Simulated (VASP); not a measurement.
A run of VASP 6.6.1:

Contents of INCAR:

```
  ALGO = Normal
  DIPOL = 0.5 0.5 0.669
  EDIFF = 1E-6
  ENCUT = 420
  GGA = PS
  GGA_COMPAT = False
  IDIPOL = 3
  ISIF = 2
  ISMEAR = 0
  LASPH = True
  LCHARG = False
  LDIPOL = True
  LREAL = False
  LWAVE = False
  NBANDS = 36
  NELM = 120
  NELMDL = -8
  PREC = Accurate
  SIGMA = 0.05
```

The input KPOINTS:

```
k-points
0
Gamma
  9 9 1
```

Contents of POSCAR:

```
BAs
1.0
    3.2300235054      0.0000000000      0.0000000000
   -1.6150117527      2.7972824105      0.0000000000
    0.0000000000      0.0000000000     32.2070166434
As B
3 3
Direct
    0.6666666667      0.3333333333      0.5708960320
    0.0000000000      0.0000000000      0.6587682137
    0.3333333333      0.6666666667      0.7479894786
    0.0000000000      0.0000000000      0.5940091275
    0.3333333333      0.6666666667      0.6803348586
    0.6666666667      0.3333333333      0.7616049463
```

Potentials or basis: VASP PAW PBE potentials, release 64 (As_d, B).

Launch:

```console
$ cat potpaw_PBE.64/As_d/POTCAR potpaw_PBE.64/B/POTCAR > POTCAR
$ mpirun -np 1 vasp_std > vasp.out
```

Hardware: 1 thread of Intel(R) Xeon(R) Platinum 8488C (Sapphire Rapids), with other jobs on the host.

Estimate the wall time of this run.

Wall time 2.3 min on 1 thread of Intel(R) Xeon(R) Platinum 8488C (Sapphire Rapids) (shared host), peak memory 0.37 GiB. Counts: scf iterations 32, k points 12.
